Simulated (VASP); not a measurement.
Wanted: the native input for a VASP 6.6.1 run.

```yaml
Task: single point
Functional: PBEsol
Potentials_or_basis: VASP PAW PBE potentials, release 64 (Zn, S)
Cutoff: 520 eV
k_mesh: 9 × 9 × 2
Occupations: gaussian, width 0.05 eV
Spin: no spin polarisation
Dipole_correction: no
Further_INCAR_settings: ALGO = Normal; EDIFF = 1e-06; NBANDS = 66
```

The structure of ZnS lies in POSCAR:

```
ZnS
1.0
    3.7521540119      0.0000000000      0.0000000000
   -1.8760770060      3.2494606933      0.0000000000
    0.0000000000      0.0000000000     18.9037271276
Zn S
6 6
Direct
    0.0000000000      0.0000000000      0.0000277175
    0.0000000000      0.0000000000      0.5000277175
    0.3333333333      0.6666666667      0.1718122200
    0.6666666667      0.3333333333      0.6718122200
    0.6666666667      0.3333333333      0.3332753580
    0.3333333333      0.6666666667      0.8332753580
    0.0000000000      0.0000000000      0.1251125986
    0.0000000000      0.0000000000      0.6251125986
    0.3333333333      0.6666666667      0.2916367831
    0.6666666667      0.3333333333      0.7916367831
    0.6666666667      0.3333333333      0.4581259436
    0.3333333333      0.6666666667      0.9581259436
```

This cell differs from its parent crystal: atoms shifted along a free coordinate, c/a of the conventional cell at fixed volume 5.0381.

These files were run (other wordings do the same):

INCAR

```
ALGO = Normal ; EDIFF = 1E-6
ENCUT = 520 ; GGA = PS
ISIF = 2 ; ISMEAR = 0
LASPH = True ; LCHARG = True
LELF = True ; LREAL = False
LVHAR = True ; LWAVE = False
NBANDS = 66 ; NELM = 80
PREC = Accurate ; SIGMA = 0.05
```

KPOINTS

```
k-points
0
Gamma
  9 9 2
```

Potentials or basis: VASP PAW PBE potentials, release 64 (Zn, S).

The run is started by

```bash
$ cat potpaw_PBE.64/Zn/POTCAR potpaw_PBE.64/S/POTCAR > POTCAR
$ mpirun -np 1 vasp_std > vasp.out
```

It gave:

```json
{
  "Pressure": "0.2 GPa",
  "Largest force": "0.678 eV/Å",
  "Band gap on the k mesh": "1.99 eV"
}
```

Caveat: the PAW data sets were made with another functional, which shifts forces and pressure a little.

Run time: 5.6 min on 1 thread of Intel(R) Xeon(R) Platinum 8488C (Sapphire Rapids) (shared host), peak memory 0.48 GiB.
